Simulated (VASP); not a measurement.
# Re (P6_3/mmc) in VASP: notebook

The runs below take Re through relaxation of cell and atoms, with r2SCAN.

All numbers are computed with VASP 6.6.1; they aren't measurements. Logs are shortened: lines on timing, memory, paths and dates and some standing lists are left out, and cuts for length are marked.

### Step 1. The cell of the first run

The structure is hexagonal, space group P6_3/mmc (No. 194). The conventional cell has a = 2.760 Å, b = 2.760 Å, c = 4.453 Å, α = 90.00°, β = 90.00°, γ = 120.00°. Re (site symmetry -6m2) has 12 Re at 2.74 to 2.76 Å within 3.6 Å.

### Step 2. Relaxation of cell and atoms, r2SCAN

Contents of POSCAR:

```
Re
1.0
    2.7596424600      0.0000000000      0.0000000000
   -1.3798212300      2.3899204757      0.0000000000
    0.0000000000      0.0000000000      4.4533436527
Re
2
Direct
    0.3333333333      0.6666666667      0.2500000000
    0.6666666667      0.3333333333      0.7500000000
```

Contents of INCAR.step1:

```
SYSTEM = Re
ALGO = Normal
EDIFF = 1E-4
ENCUT = 600
GGA = PE
ISMEAR = 1
LASPH = .True.
LCHARG = .False.
LREAL = .False.
LWAVE = .True.
NELM = 60
PREC = Accurate
SIGMA = 0.05
```

Contents of INCAR.step2:

```
SYSTEM = Re
ALGO = Normal
EDIFF = 1E-7
EDIFFG = -0.01
ENCUT = 600
IBRION = 2
ISIF = 3
ISMEAR = 1
ISTART = 1
LASPH = .True.
LCHARG = .False.
LMIXTAU = .True.
LREAL = .False.
LWAVE = .False.
METAGGA = R2SCAN
NELM = 60
NSW = 80
PREC = Accurate
SIGMA = 0.05
```

Contents of KPOINTS:

```
k-points
0
Gamma
  10 10 6
  0 0 0
```

Potentials or basis: VASP PAW PBE potentials, release 64 (Re).

Started as:

```console
cat potpaw_PBE.64/Re/POTCAR > POTCAR
cp INCAR.step1 INCAR
mpirun -np 1 vasp_std > vasp.out
cp INCAR.step2 INCAR
mpirun -np 1 vasp_std > vasp.out
```

OUTCAR:

```text
SYSTEM = Re
   EDIFF = 1E-7
   EDIFFG = -0.01
   ENCUT = 600
   IBRION = 2
   ISIF = 3
   ISMEAR = 1
   ISTART = 1
   LASPH = .True.
   LREAL = .False.
   METAGGA = R2SCAN
   NELM = 60
   NSW = 80
   PREC = Accurate

 ion  position               nearest neighbor table
   1  0.333  0.667  0.250-   2 2.74   2 2.74   2 2.74   2 2.74   2 2.74   2 2.74
   2  0.667  0.333  0.750-   1 2.74   1 2.74   1 2.74   1 2.74   1 2.74   1 2.74

  LATTYP: Found a hexagonal cell.
 ALAT       =     2.7596424600
 C/A-ratio  =     1.6137393584

  Lattice vectors:

 A1 = (   2.7596424600,   0.0000000000,   0.0000000000)
 A2 = (  -1.3798212300,   2.3899204757,   0.0000000000)
 A3 = (   0.0000000000,   0.0000000000,   4.4533436527)

Analysis of symmetry for initial positions (statically):
=====================================================================
 Subroutine PRICEL returns:
 Original cell was already a primitive cell.

 Routine SETGRP: Setting up the symmetry group for a
 hexagonal supercell.

 Subroutine GETGRP returns: Found 24 space group operations
 (whereof 12 operations were pure point group operations)
 out of a pool of 24 trial point group operations.

The static configuration has the point symmetry D_3d.
 The point group associated with its full space group is D_6h.

Analysis of symmetry for dynamics (positions and initial velocities):
=====================================================================
 Subroutine PRICEL returns:
 Original cell was already a primitive cell.

 Routine SETGRP: Setting up the symmetry group for a
 hexagonal supercell.

 Subroutine GETGRP returns: Found 24 space group operations
 (whereof 12 operations were pure point group operations)
 out of a pool of 24 trial point group operations.

The dynamic configuration has the point symmetry D_3d.
 The point group associated with its full space group is D_6h.

 Subroutine INISYM returns: Found 24 space group operations
 (whereof 12 operations are pure point group operations),
 and found     1 'primitive' translations

----------------------------------------------------------------------------------------

                                     Primitive cell

  volume of cell :      29.3713

  direct lattice vectors                    reciprocal lattice vectors
     2.759642460  0.000000000  0.000000000     0.362365783  0.209211982  0.000000000
    -1.379821230  2.389920476  0.000000000     0.000000000  0.418423964  0.000000000
     0.000000000  0.000000000  4.453343653     0.000000000  0.000000000  0.224550378

  length of vectors
     2.759642460  2.759642460  4.453343653     0.418423964  0.418423964  0.224550378

  position of ions in fractional coordinates (direct lattice)
     0.333333333  0.666666667  0.250000000
     0.666666667  0.333333333  0.750000000

  ion indices of the primitive-cell ions
   primitive index   ion index
                 1           1
                 2           2

----------------------------------------------------------------------------------------

 KPOINTS: k-points

Automatic generation of k-mesh.
 Grid dimensions read from file:
 generate k-points for:   10   10    6

 Generating k-lattice:

  Cartesian coordinates                     Fractional coordinates (reciprocal lattice)
     0.036236578  0.020921198  0.000000000     0.100000000  0.000000000  0.000000000
     0.000000000  0.041842396  0.000000000     0.000000000  0.100000000  0.000000000
     0.000000000  0.000000000  0.037425063     0.000000000  0.000000000  0.166666667

  Length of vectors
     0.041842396  0.041842396  0.037425063

  Shift w.r.t. Gamma in fractional coordinates (k-lattice)
     0.000000000  0.000000000  0.000000000

 Subroutine IBZKPT returns following result:
 ===========================================

 Found     56 irreducible k-points:

 Following reciprocal coordinates:
            Coordinates               Weight
  0.000000  0.000000  0.000000      1.000000
  0.100000  0.000000  0.000000      6.000000
  0.200000  0.000000  0.000000      6.000000
  0.300000  0.000000  0.000000      6.000000
  0.400000  0.000000  0.000000      6.000000
  0.500000  0.000000  0.000000      3.000000
[... 16 lines left out ...]
  0.300000  0.100000  0.166667     24.000000
  0.400000  0.100000  0.166667     24.000000
 [... further k-points ...]
   k-points           NKPTS =     56   k-points in BZ     NKDIM =     56   number of bands    NBANDS=     11
   number of dos      NEDOS =    301   number of ions     NIONS =      2
   total plane-waves  NPLWV =  20736
   dimension x,y,z NGX =    24 NGY =   24 NGZ =   36
   dimension x,y,z NGXF=    48 NGYF=   48 NGZF=   72
   ions per type =               2
   NGX,Y,Z   is equivalent  to a cutoff of  14.46, 14.46, 13.44 a.u.
   NGXF,Y,Z  is equivalent  to a cutoff of  28.92, 28.92, 26.88 a.u.
 SYSTEM =  Re
   PREC   = accura    normal or accurate (medium, high low for compatibility)
   ISTART =      1    job   : 0-new  1-cont  2-samecut
   ICHARG =      0    charge: 1-file 2-atom 10-const
   ISPIN  =      1    spin polarized calculation?
   LNONCOLLINEAR =      F non collinear calculations
   LSORBIT =      F    spin-orbit coupling
   LASPH  =      T    aspherical Exc in radial PAW
   ENCUT  =  600.0 eV  44.10 Ry    6.64 a.u.   5.51  5.51  8.89*2*pi/ulx,y,z
   NELM   =     60;   NELMIN=  2; NELMDL=  0     # of ELM steps
   EDIFF  = 0.1E-06   stopping-criterion for ELM
   LREAL  =      F    real-space projection
   EDIFFG = -.1E-01   stopping-criterion for IOM
   NSW    =     80    number of steps for IOM
   IBRION =      2    ionic relax: 0-MD 1-quasi-New 2-CG
   NFREE  =      1    steps in history (QN), initial steepest desc. (CG)
   ISIF   =      3    stress and relaxation
   ISYM   =      2    0-nonsym 1-usesym 2-fastsym
   POTIM  = 0.5000    time-step for ionic-motion
   TEBEG  =    0.0;   TEEND  =   0.0 temperature during run
   PSTRESS=    0.0 pullay stress
   NELECT =      14.0000    total number of electrons
   NUPDOWN=      -1.0000    fix difference up-down
   EMIN   =  10.00;   EMAX   =-10.00  energy-range for DOS
   EFERMI =   0.00;   METHOD = LEGACY
   ISMEAR =     1;   SIGMA  =   0.05  broadening in eV -4-tet -1-fermi 0-gaus
   EFERMI_NEDOS =   21; number of points for ismear=-14 and -15
   IALGO  =     38    algorithm
   IMIX   =      4    mixing-type and parameters
     AMIX     =   0.40;   BMIX     =  1.00
     AMIX_MAG =   1.60;   BMIX_MAG =  1.00
  volume/ion in A,a.u.               =      14.69        99.10
  Fermi-wavevector in a.u.,A,eV,Ry     =   1.278822  2.416623 22.250765  1.635385
  Thomas-Fermi vector in A             =   2.411343
   LORBIT       =      0    0 simple, 1 ext, 2 COOP (PROOUT), +10 PAW based schemes
   METAGGA = R2SCAN    functional components
   LHFCALC =     F    Hartree Fock is set to
   AEXX    =    0.0000 exact exchange contribution
   IVDW    =     0    specifies the selected vdW correction
   LEPSILON=     F    determine dielectric tensor
   LRPA    =     F    only Hartree local field effects (RPA)
 conjugate gradient relaxation of ions
 non-spin polarized calculation
 Methfessel and Paxton  Order N= 1 SIGMA  =   0.05
  energy-cutoff  :      600.00
  volume of cell :       29.37
 maximum number of plane-waves:      1002
 NGX is ok and might be reduce to    24
   NGX = 11   NGY = 11   NGZ = 17

--------------------------------------- Ionic step        1  -------------------------------------------

 number of electron      14.0000000 magnetization

 Free energy of the ion-electron system (eV)
  ---------------------------------------------------
  ext. energy  EPLUGINS =         0.00000000
  ---------------------------------------------------
  free energy    TOTEN  =      -104.89609339 eV

  energy without entropy =     -104.89565595  energy(sigma->0) =     -104.89594758

------------------------ aborting loop because EDIFF is reached ----------------------------------------

  FORCE on cell =-STRESS in cart. coord.  units (eV):
  Direction    XX          YY          ZZ          XY          YZ          ZX
  --------------------------------------------------------------------------------------
  -------------------------------------------------------------------------------------
  Total        0.0104710      0.0104710      0.1051436     -0.0000000      0.0000000      0.0000000
  in kB        0.5711855      0.5711855      5.7354962     -0.0000000      0.0000000      0.0000000
  external PRESSURE =       2.2926224 kB  Pullay stress =       0.0000000 kB
[... 165 lines left out ...]
  energy  without entropy=     -104.8957327475  energy(sigma->0) =     -104.89598849

--------------------------------------- Ionic step        6  -------------------------------------------

 number of electron      14.0000000 magnetization

 Free energy of the ion-electron system (eV)
  ---------------------------------------------------
  ext. energy  EPLUGINS =         0.00000000
  ---------------------------------------------------
  free energy    TOTEN  =      -104.89613687 eV

  energy without entropy =     -104.89573873  energy(sigma->0) =     -104.89600416

 E-fermi :   7.6992     XC(G=0): -14.9961

 val. band max:        7.6941365261   @ k =   0.3000   0.2000   0.5000
 cond. band min:       7.7494453707   @ k =   0.3000   0.3000   0.5000
 fundamental gap:      0.0553088446
 Fermi energy:         7.6992019143

 k-point     1 :       0.0000    0.0000    0.0000
  band No.  band energies     occupation
      1      -2.6528      2.00000
      2       0.7622      2.00000
      3       6.0548      2.00000
      4       6.0825      2.00000
      5       6.0825      2.00000
      6       6.9481      2.00000
      7       6.9481      2.00000
      8       7.9298     -0.00000
      9       7.9298     -0.00000
     10       8.2468     -0.00000
     11      11.2350      0.00000
[... 309 lines left out ...]
 k-point    24 :       0.4000    0.1000    0.1667
  band No.  band energies     occupation
      1       1.3195      2.00000
      2       1.9714      2.00000
      3       3.1581      2.00000
      4       4.2169      2.00000
      5       5.6485      2.00000
      6       7.1352      2.00000
      7       7.2608      2.00000
      8      10.9349      0.00000
      9      11.3755      0.00000
     10      11.9258      0.00000
     11      13.4665      0.00000

 [... further k-points ...]

------------------------ aborting loop because EDIFF is reached ----------------------------------------

  FORCE on cell =-STRESS in cart. coord.  units (eV):
  Direction    XX          YY          ZZ          XY          YZ          ZX
  --------------------------------------------------------------------------------------
  -------------------------------------------------------------------------------------
  Total        0.0018239      0.0018239     -0.0021699     -0.0000000      0.0000000      0.0000000
  in kB        0.0994384      0.0994384     -0.1183050     -0.0000000      0.0000000      0.0000000
  external PRESSURE =       0.0268573 kB  Pullay stress =       0.0000000 kB
[... 17 lines left out ...]
  FREE ENERGIE OF THE ION-ELECTRON SYSTEM (eV)
  ---------------------------------------------------
  free  energy   TOTEN  =      -104.8961368708 eV

  energy  without entropy=     -104.8957387327  energy(sigma->0) =     -104.89600416

 reached required accuracy - stopping structural energy minimisation
```

Run time: 2.2 min. Hardware: 1 thread of Intel Xeon 6975P-C (Granite Rapids), shared host; peak memory 0.17 GiB.

What came out:

* Free energy: -104.8961 eV
* Relaxed volume: 14.69 Å³/atom
* Relaxed cell: a = 2.759 Å, b = 2.759 Å, c = 4.458 Å, α = 90.00°, β = 90.00°, γ = 120.00°
* Space group after relaxing (to 0.1 Å): P6_3/mmc (No. 194)
* Energy gained by relaxing: 0.0 meV/atom
* Ionic steps: 6
* Pressure after relaxing: 0.0 GPa
* Band gap on the k mesh: zero (bands 7 and 8 overlap by 3.36 eV)

Final structure:
```xyz
2
Lattice="2.7591 0.0000 0.0000 -1.3795 2.3894 0.0000 0.0000 0.0000 4.4576" Properties=species:S:1:pos:R:3 pbc="T T T"
Re    0.0000    1.5929    1.1144
Re    1.3795    0.7965    3.3432
```

Levels at points of the mesh, in eV from the Fermi level:
```tsv
k point	band 3	band 4	band 5	band 6	band 7	band 8	band 9	band 10	band 11
(0.00, 0.00, 0.00)	-1.64	-1.62	-1.62	-0.75	-0.75	0.23	0.23	0.55	3.54
(0.50, 0.00, 0.00)	-5.49	-1.98	-1.87	-1.45	-0.63	4.14	4.56	4.69	6.29
(0.00, 0.00, 0.50)	-2.51	-2.51	-1.75	-1.75	-1.75	-1.75	2.68	2.68	2.68
(0.50, 0.00, 0.50)	-4.28	-4.28	0.44	0.44	0.91	0.91	4.46	4.46	4.97
```

Caveat: the PAW data sets were made with another functional, which shifts forces and pressure a little; spin-orbit coupling is left out, which moves the levels of the heavy elements.

### Step 3. Relaxation of cell and atoms, r2SCAN

Contents of POSCAR:

```
Re
1.0
    2.7500000000      0.0000000000      0.0000000000
   -1.3750000000      2.3815698604      0.0000000000
    0.0000000000      0.0000000000      4.4907500000
Re
2
Direct
    0.3333333333      0.6666666667      0.2500000000
    0.6666666667      0.3333333333      0.7500000000
```

Contents of INCAR.step1:

```
PREC = Accurate ; ENCUT = 600
ISMEAR = 1 ; SIGMA = 0.05
LREAL = F ; LASPH = T
NELM = 60 ; GGA = PE
ALGO = Normal ; EDIFF = 1E-4
LWAVE = T ; LCHARG = F
```

Contents of INCAR.step2:

```
PREC = Accurate ; ENCUT = 600
EDIFF = 1E-6 ; ISMEAR = 1
SIGMA = 0.05 ; LREAL = F
LASPH = T ; NELM = 60
ALGO = Normal ; ISIF = 3
LWAVE = F ; LCHARG = F
METAGGA = R2SCAN ; LMIXTAU = T
IBRION = 2 ; NSW = 80
EDIFFG = -0.01 ; ISTART = 1
```

Contents of KPOINTS:

```
regular mesh
0
Gamma
  10 10 6
```

Potentials or basis: VASP PAW PBE potentials, release 64 (Re).

Started as:

```console
cat potpaw_PBE.64/Re/POTCAR > POTCAR
cp INCAR.step1 INCAR
mpirun -np 1 vasp_std > vasp.out
cp INCAR.step2 INCAR
mpirun -np 1 vasp_std > vasp.out
```

Run time: 2.3 min. Hardware: 1 thread of Intel Xeon 6975P-C (Granite Rapids), shared host; peak memory 0.17 GiB.

The run converged. Its results:

```
Free energy                           : -104.8961 eV
Relaxed volume                        : 14.69 Å³/atom
Relaxed cell                          : a = 2.759 Å, b = 2.759 Å, c = 4.458 Å, α = 90.00°, β = 90.00°, γ = 120.00°
Space group after relaxing (to 0.1 Å) : P6_3/mmc (No. 194)
Energy gained by relaxing             : 2.0 meV/atom
Ionic steps                           : 6
Pressure after relaxing               : 0.0 GPa
Band gap on the k mesh                : zero (bands 7 and 8 overlap by 3.36 eV)
```

The path:
| step | energy change (eV) | largest force (eV/Å) | pressure (GPa) | volume (Å³) |
| --- | --- | --- | --- | --- |
| 1 | 0.0000 | 0.0000 | -0.41 | 29.41 |
| 2 | 0.0018 | 0.0000 | 2.13 | 29.25 |
| 3 | -0.0038 | 0.0000 | 0.71 | 29.34 |
| 4 | -0.0039 | 0.0000 | 0.62 | 29.34 |
| 5 | -0.0028 | 0.0000 | -2.10 | 29.55 |
| 6 | -0.0039 | 0.0000 | 0.02 | 29.39 |

Final structure:
```
Re
1.0
     2.75902    0.00000    0.00000
    -1.37951    2.38938    0.00000
     0.00000    0.00000    4.45752
Re
2
Cartesian
  0.0000 1.5929 1.1144
  1.3795 0.7965 3.3431
```

Levels at points of the mesh, in eV from the Fermi level:
```
           k point  band 3  band 4  band 5  band 6  band 7  band 8  band 9  band 10  band 11
(0.00, 0.00, 0.00)   -1.64   -1.62   -1.62   -0.75   -0.75    0.23    0.23     0.55     3.54
(0.50, 0.00, 0.00)   -5.49   -1.98   -1.87   -1.45   -0.63    4.14    4.56     4.69     6.29
(0.00, 0.00, 0.50)   -2.51   -2.51   -1.75   -1.75   -1.75   -1.75    2.68     2.68     2.68
(0.50, 0.00, 0.50)   -4.28   -4.28    0.44    0.44    0.91    0.91    4.46     4.46     4.97
```

Caveat: the PAW data sets were made with another functional, which shifts forces and pressure a little; spin-orbit coupling is left out, which moves the levels of the heavy elements.
